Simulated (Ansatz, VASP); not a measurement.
Two plane-wave programs on Ge

```
Ge
1.0
     0.00000    2.80755    2.82877
     2.84999    0.00000    2.82877
     2.84999    2.80755    0.00000
Ge
2
Direct
  0.50000 0.50000 0.50000
  0.75000 0.75000 0.75000
```

Change from the starting cell: strain +0.0075 x Voigt [1, -1, 0, 0, 0, 0], atoms carried along.

Alike in both runs: task single point; functional r2SCAN; k mesh 10 × 10 × 10; occupations gaussian, width 0.05 eV; no spin polarisation.

|  | VASP | Ansatz |
| --- | --- | --- |
| version | VASP 6.6.1 | Ansatz 0.2.0 |
| potentials or method | VASP PAW PBE potentials, release 64 (Ge_d), cutoff 520 eV | scalar-relativistic, plane waves, PAW |
| valence electrons in the cell | 28 | 28 |

```tsv
	VASP	Ansatz	Ansatz less VASP
gap on the k mesh at the Fermi level (eV)	0.34	0.38	+0.040
least direct gap on the mesh (eV)	0.34	0.38	+0.040
pressure (GPa)	0.7	0.7	-0.04
traceless stress, the component that is largest in VASP (GPa)	-0.63	-0.63	+0.001
```

VASP's potentials were made for PBE, not for r2SCAN.
